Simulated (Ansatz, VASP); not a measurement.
GeS in VASP and in Ansatz

```
Ge S
1.0
    10.48100    0.00000    0.00000
     0.00000    3.64600    0.00000
     0.00000    0.00000    4.29900
Ge S
4 4
Direct
  0.12114 0.25000 0.12752
  0.37886 0.75000 0.62752
  0.62114 0.25000 0.37248
  0.87886 0.75000 0.87248
  0.85038 0.25000 0.49768
  0.64962 0.75000 0.99768
  0.35038 0.25000 0.00232
  0.14962 0.75000 0.50232
```

Alike in both runs: task electric field gradients; functional PBE; k mesh 3 × 8 × 7; occupations fermi-dirac, width 0.02 eV; no spin polarisation.

|  | VASP | Ansatz |
| --- | --- | --- |
| version | VASP 6.6.1 | Ansatz 0.2.0 |
| potentials or method | VASP PAW PBE potentials, release 64 (Ge_d, S) | plane-wave PAW, scalar-relativistic |
| plane-wave cutoff (eV) | 410 | 420 |
| valence electrons in the cell | 80 | 80 |

Ansatz gave:

| Property | Result |
| --- | --- |
| gap on the k mesh at the Fermi level (eV) | 1.08 |
| rms of the force components (eV/Å) | 0.004 |
| size of Vzz on the site where it differs most (V/Å²) | 74.7 |

Task: What did VASP give for the same quantities?

Result: gap on the k mesh at the Fermi level (eV): 1.07; rms of the force components (eV/Å): 0.003; size of Vzz on the site where it differs most (V/Å²): 70.1.

Atom by atom the forces differ by 0.002 eV/Å (rms over components). The functional is the same, so the differences come from potentials, cutoffs and numerics.
